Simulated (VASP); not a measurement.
**CdF2: single point with r2SCAN**

The system is CdF2.

```
Cd F
1.0
     0.00000    2.69410    2.69410
     2.69410    0.00000    2.69410
     2.69410    2.69410    0.00000
Cd F
1 2
Direct
  0.00000 0.00000 0.00000
  0.25000 0.25000 0.25000
  0.75000 0.75000 0.75000
```

```json
{"Program": "VASP 6.6.1", "Task": "single point", "Functional": "r2SCAN", "Potentials or basis": "VASP PAW PBE potentials, release 64 (Cd_sv_GW, F)", "Cutoff": "770 eV", "k mesh": "8 × 8 × 8", "Occupations": "gaussian, width 0.05 eV", "Spin": "no spin polarisation"}
```

```yaml
Pressure: -0.4 GPa
Band_gap_on_the_k_mesh: 3.79 eV (least direct gap 4.31 eV)
```

Levels at points of the mesh, in eV from the valence-band top:
```
           k point  band 13  band 14  band 15  band 16  band 17  band 18  band 19  band 20  band 21  band 22
(0.00, 0.00, 0.00)    -0.99    -0.99    -0.52    -0.52    -0.52     3.79    13.61    13.61    13.61    17.95
(0.50, 0.00, 0.00)    -2.28    -1.85    -1.85    -0.41    -0.41     8.02     9.70    15.61    15.61    18.99
(0.50, 0.50, 0.00)    -2.96    -2.96    -0.52    -0.09    -0.09     8.91    10.58    12.21    15.30    15.30
```

It took 2.2 min on 1 thread of Intel(R) Xeon(R) Platinum 8488C (Sapphire Rapids), with other jobs on the host, peak memory 0.25 GiB.

Caveat: the PAW data sets were made with another functional, which shifts forces and pressure a little. r2SCAN opens gaps a little over a GGA but as a rule still falls short of measured ones.
